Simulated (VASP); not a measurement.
# BN (Qingsongite) (F-43m) in VASP: further runs

BN (Qingsongite) is run at these levels: PBEsol; tasks: relaxation of cell and atoms.

Program: VASP 6.6.1. These are calculated values, not measurements. Logs are shortened: lines on timing, memory, paths and dates and some standing lists are left out, and cuts for length are marked.

## (1) The cell of the first run

The structure is cubic, space group F-43m (No. 216). Conventional cell: a = 3.306 Å, b = 3.306 Å, c = 3.306 Å, α = 90.00°, β = 90.00°, γ = 90.00°. Within 1.9 Å of B (site symmetry -43m) lie 4 N at 1.43 Å. Within 1.9 Å of N (site symmetry -43m) lie 4 B at 1.43 Å.

## (2) Relaxation of cell and atoms, PBEsol, target pressure 162 GPa, at which the enthalpy is minimised

File INCAR:

```
PREC = Accurate ; ENCUT = 600
EDIFF = 1E-7 ; ISMEAR = 0
SIGMA = 0.1 ; LREAL = False
LASPH = True ; NELM = 120
ALGO = Normal ; ISIF = 3
LWAVE = False ; LCHARG = False
GGA = PS ; IBRION = 2
NSW = 80 ; EDIFFG = -0.05
PSTRESS = 1620.0 ; GGA_COMPAT = False
NELMIN = 4
```

File KPOINTS:

```
Automatic mesh
0
Gamma
  10 10 10
```

File POSCAR:

```
BN
1.0
    0.0000000000      1.6529040972      1.6529040972
    1.6529040972      0.0000000000      1.6529040972
    1.6529040972      1.6529040972      0.0000000000
B N
1 1
Direct
    0.0000000000      0.0000000000      0.0000000000
    0.2500000000      0.2500000000      0.2500000000
```

Potentials or basis: VASP PAW PBE potentials, release 64 (B, N).

Run with:

```console
$ cat potpaw_PBE.64/B/POTCAR potpaw_PBE.64/N/POTCAR > POTCAR
$ mpirun -np 1 vasp_std > vasp.out
```

OUTCAR:

```text
PREC = Accurate
   ENCUT = 600
   EDIFF = 1E-7
   ISMEAR = 0
   LREAL = False
   LASPH = True
   NELM = 120
   ISIF = 3
   GGA = PS
   IBRION = 2
   NSW = 80
   EDIFFG = -0.05
   PSTRESS = 1620.0
   NELMIN = 4

 ion  position               nearest neighbor table
   1  0.000  0.000  0.000-   2 1.43   2 1.43   2 1.43   2 1.43
   2  0.250  0.250  0.250-   1 1.43   1 1.43   1 1.43   1 1.43

  LATTYP: Found a face centered cubic cell.
 ALAT       =     3.3058081944

  Lattice vectors:

 A1 = (   0.0000000000,   1.6529040972,   1.6529040972)
 A2 = (   1.6529040972,   0.0000000000,   1.6529040972)
 A3 = (   1.6529040972,   1.6529040972,   0.0000000000)

Analysis of symmetry for initial positions (statically):
=====================================================================
 Subroutine PRICEL returns:
 Original cell was already a primitive cell.

 Routine SETGRP: Setting up the symmetry group for a
 face centered cubic supercell.

 Subroutine GETGRP returns: Found 24 space group operations
 (whereof 24 operations were pure point group operations)
 out of a pool of 48 trial point group operations.

The static configuration has the point symmetry T_d .

Analysis of symmetry for dynamics (positions and initial velocities):
=====================================================================
 Subroutine PRICEL returns:
 Original cell was already a primitive cell.

 Routine SETGRP: Setting up the symmetry group for a
 face centered cubic supercell.

 Subroutine GETGRP returns: Found 24 space group operations
 (whereof 24 operations were pure point group operations)
 out of a pool of 48 trial point group operations.

The dynamic configuration has the point symmetry T_d .

 Subroutine INISYM returns: Found 24 space group operations
 (whereof 24 operations are pure point group operations),
 and found     1 'primitive' translations

----------------------------------------------------------------------------------------

                                     Primitive cell

  volume of cell :       9.0318

  direct lattice vectors                    reciprocal lattice vectors
     0.000000000  1.652904097  1.652904097    -0.302497889  0.302497889  0.302497889
     1.652904097  0.000000000  1.652904097     0.302497889 -0.302497889  0.302497889
     1.652904097  1.652904097  0.000000000     0.302497889  0.302497889 -0.302497889

  length of vectors
     2.337559392  2.337559392  2.337559392     0.523941713  0.523941713  0.523941713

  position of ions in fractional coordinates (direct lattice)
[... 87 lines left out ...]
   POTIM  = 0.5000    time-step for ionic-motion
   TEBEG  =    0.0;   TEEND  =   0.0 temperature during run
   PSTRESS= 1620.0 pullay stress
   NELECT =       8.0000    total number of electrons
   NUPDOWN=      -1.0000    fix difference up-down
   EMIN   =  10.00;   EMAX   =-10.00  energy-range for DOS
   EFERMI =   0.00;   METHOD = LEGACY
   ISMEAR =     0;   SIGMA  =   0.10  broadening in eV -4-tet -1-fermi 0-gaus
   EFERMI_NEDOS =   21; number of points for ismear=-14 and -15
   IALGO  =     38    algorithm
   IMIX   =      4    mixing-type and parameters
     AMIX     =   0.40;   BMIX     =  1.00
     AMIX_MAG =   1.60;   BMIX_MAG =  1.00
  volume/ion in A,a.u.               =       4.52        30.47
  Fermi-wavevector in a.u.,A,eV,Ry     =   1.572222  2.971069 33.631992  2.471882
  Thomas-Fermi vector in A             =   2.673689
   LORBIT       =      0    0 simple, 1 ext, 2 COOP (PROOUT), +10 PAW based schemes
   GGA     = PS    functional components
   LHFCALC =     F    Hartree Fock is set to
   AEXX    =    0.0000 exact exchange contribution
   IVDW    =     0    specifies the selected vdW correction
   LEPSILON=     F    determine dielectric tensor
   LRPA    =     F    only Hartree local field effects (RPA)
 conjugate gradient relaxation of ions
 non-spin polarized calculation
 Gauss-broadening in eV      SIGMA  =   0.10
  energy-cutoff  :      600.00
  volume of cell :        9.03
 maximum number of plane-waves:       311
   NGX =  9   NGY =  9   NGZ =  9

 number of electron       8.0000000 magnetization

 Free energy of the ion-electron system (eV)
  ---------------------------------------------------
  ext. energy  EPLUGINS =         0.00000000
  ---------------------------------------------------
  free energy    TOTEN  =       -17.22386972 eV

  energy without entropy =      -17.22386972  energy(sigma->0) =      -17.22386972

 E-fermi :  11.5895     XC(G=0): -14.3754

 val. band max:       11.0503046122   @ k =   0.0000   0.0000   0.0000
 cond. band min:      15.5688319030   @ k =   0.5000   0.5000   0.0000
 fundamental gap:      4.5185272908
 Fermi energy:        11.5894857564

 k-point     1 :       0.0000    0.0000    0.0000
  band No.  band energies     occupation
      1     -12.5980      2.00000
      2      11.0503      2.00000
      3      11.0503      2.00000
      4      11.0503      2.00000
      5      21.0746      0.00000
      6      21.0746      0.00000
      7      21.0746      0.00000
      8      26.0063      0.00000
[... 243 lines left out ...]
 k-point    24 :       0.4000    0.3000    0.0000
  band No.  band energies     occupation
      1      -7.8109      2.00000
      2       3.0610      2.00000
      3       5.2021      2.00000
      4       5.6705      2.00000
      5      17.7316      0.00000
      6      23.1126      0.00000
      7      30.0603      0.00000
      8      30.3114      0.00000

 [... further k-points ...]

------------------------ aborting loop because EDIFF is reached ----------------------------------------

  FORCE on cell =-STRESS in cart. coord.  units (eV):
  Direction    XX          YY          ZZ          XY          YZ          ZX
  --------------------------------------------------------------------------------------
  -------------------------------------------------------------------------------------
  Total        9.1320304      9.1320304      9.1320304      0.0000000      0.0000000      0.0000000
  in kB     1619.9625166   1619.9625166   1619.9625166      0.0000000      0.0000000      0.0000000
  external PRESSURE =      -0.0374834 kB  Pullay stress =    1620.0000000 kB

 VOLUME and BASIS-vectors are now :
 -----------------------------------------------------------------------------
  energy-cutoff  :      600.00
  volume of cell :        9.03
      direct lattice vectors                 reciprocal lattice vectors
     0.000000000  1.652904097  1.652904097    -0.302497889  0.302497889  0.302497889
     1.652904097  0.000000000  1.652904097     0.302497889 -0.302497889  0.302497889
     1.652904097  1.652904097  0.000000000     0.302497889  0.302497889 -0.302497889

 POSITION                                       TOTAL-FORCE (eV/Angst)
 -----------------------------------------------------------------------------------
      0.00000      0.00000      0.00000         0.000000      0.000000      0.000000
      0.82645      0.82645      0.82645        -0.000000     -0.000000     -0.000000
 -----------------------------------------------------------------------------------
    total drift:                                0.000000      0.000000     -0.000000

  FREE ENERGIE OF THE ION-ELECTRON SYSTEM (eV)
  ---------------------------------------------------
  free  energy   TOTEN  =       -17.2238697241 eV

  energy  without entropy=      -17.2238697241  energy(sigma->0) =      -17.22386972

  enthalpy is  TOTEN    =        -8.0916280431 eV   P V=        9.1322416810

 reached required accuracy - stopping structural energy minimisation
```

It took 2.9 s on 1 thread of Intel Xeon 6975P-C (Granite Rapids), shared host; peak memory 0.11 GiB.

Results:

```yaml
Free_energy: -17.2239 eV
Pressure_after_relaxing: 162.0 GPa
Band_gap_on_the_k_mesh: 4.52 eV, indirect (least direct gap 10.02 eV)
```

Final structure:
```cif
data_structure
_symmetry_space_group_name_H-M 'P 1'
_symmetry_Int_Tables_number 1
_cell_length_a 2.3376
_cell_length_b 2.3376
_cell_length_c 2.3376
_cell_angle_alpha 60.000
_cell_angle_beta 60.000
_cell_angle_gamma 60.000
_cell_volume 9.03
loop_
_atom_site_label
_atom_site_type_symbol
_atom_site_fract_x
_atom_site_fract_y
_atom_site_fract_z
_atom_site_occupancy
B1 B 0.00000 0.00000 0.00000 1
N1 N 0.25000 0.25000 0.25000 1
```

Caveat: the relaxation stopped at its first step, so nothing moved; the cell is relaxed towards a set pressure, so the enthalpy falls and the energy may rise; the PAW data sets were made with another functional, which shifts forces and pressure a little. PBEsol gaps usually lie below the measured ones, often by a third to a half.

## (3) Relaxation of cell and atoms, PBEsol, target pressure 102 GPa, at which the enthalpy is minimised

This run uses another cell than the first one, of 4.85 Å³/atom, 1.075 times its volume.

File INCAR:

```
PREC = Accurate
ENCUT = 600
EDIFF = 1E-7
ISMEAR = 0
SIGMA = 0.1
LREAL = False
LASPH = True
NELM = 120
ALGO = Normal
ISIF = 3
LWAVE = False
LCHARG = False
GGA = PS
IBRION = 2
NSW = 80
EDIFFG = -0.05
PSTRESS = 1020.0
GGA_COMPAT = False
NELMIN = 4
```

File KPOINTS:

```
regular mesh
0
Gamma
  10 10 10
```

File POSCAR:

```
BN
1.0
    0.0000000000      1.6932081673      1.6932081673
    1.6932081673      0.0000000000      1.6932081673
    1.6932081673      1.6932081673      0.0000000000
B N
1 1
Direct
    0.0000000000      0.0000000000      0.0000000000
    0.2500000000      0.2500000000      0.2500000000
```

Potentials or basis: VASP PAW PBE potentials, release 64 (B, N).

Run with:

```console
$ cat potpaw_PBE.64/B/POTCAR potpaw_PBE.64/N/POTCAR > POTCAR
$ mpirun -np 1 vasp_std > vasp.out
```

It took 2.6 s on 1 thread of Intel Xeon 6975P-C (Granite Rapids), shared host; peak memory 0.12 GiB.

It converged, with:

| Property | Result |
| --- | --- |
| Free energy | -17.7808 eV |
| Pressure after relaxing | 103.1 GPa |
| Band gap on the k mesh | 4.46 eV, indirect (least direct gap 9.68 eV) |

Final structure:
```
CELL_PARAMETERS angstrom
0.00000 1.69321 1.69321
1.69321 0.00000 1.69321
1.69321 1.69321 0.00000
ATOMIC_POSITIONS crystal
B 0.00000 0.00000 0.00000
N 0.25000 0.25000 0.25000
```

Levels at points of the mesh, in eV from the valence-band top:
```
           k point  band 1  band 2  band 3  band 4  band 5  band 6  band 7  band 8
(0.00, 0.00, 0.00)  -22.67    0.00    0.00    0.00    9.68    9.68    9.68   13.62
(0.50, 0.00, 0.00)  -17.41  -12.73   -2.35   -2.35   11.68   11.68   12.79   17.05
(0.50, 0.50, 0.00)  -15.75  -10.37   -6.00   -6.00    4.46   10.16   21.07   21.07
```

Caveat: the relaxation stopped at its first step, so nothing moved; the cell is relaxed towards a set pressure, so the enthalpy falls and the energy may rise; the PAW data sets were made with another functional, which shifts forces and pressure a little. A k mesh can miss the band edges.

[end of part 1 of 2]
